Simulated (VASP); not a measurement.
Runs of VASP 6.6.1 on CdTe. The structure is that of space group F-43m (No. 216), or close to it. The cells are those of the table. 

| task | cell | cutoff (eV) | gap on the mesh (eV) | pressure (GPa) |
| --- | --- | --- | --- | --- |
| single point | a = 4.310 Å, angles 60.0, 60.0, 90.0°, 2 atoms | 520 | 1.13 | 10.5 |
| relaxation of cell and atoms | relaxed to -2 GPa from a = 4.533 Å, angles 60.0, 60.0, 90.0°, 2 atoms | 600 | 0.49 | -2.0 |
| single point | a = 4.239 Å, angles 60.0, 60.0, 90.0°, 2 atoms | 520 | 1.29 | (b) |
| single point | a = 4.473 Å, angles 60.0, 60.0, 90.0°, 2 atoms | 520 | 0.77 | 2.3 |
| single point | a = 4.362 Å, angles 60.0, 60.0, 90.0°, 2 atoms | 520 | (a) | 7.4 |
| single point | a = 4.606 Å, angles 60.0, 60.0, 90.0°, 2 atoms | 520 | (c) | -1.8 |
| single point | a = 4.424 Å, angles 60.0, 60.0, 90.0°, 2 atoms | 520 | 0.88 | 4.4 |

Alike in all rows: level LDA; potentials or basis VASP PAW LDA potentials, release 64 (Cd, Te); no spin polarisation; k mesh 6 × 6 × 6; smearing gaussian 0.01 eV.

**Question.** Estimate the missing entries.

**Answer.** (a) 1.01; (b) 15.6; (c) 0.50.

Caveats: spin-orbit coupling is left out, which moves the levels of the heavy elements; the cell is relaxed towards a set pressure, so the enthalpy falls and the energy may rise (some runs).

A k mesh can miss the band edges, and the runs leave out spin-orbit coupling on Cd, Te.
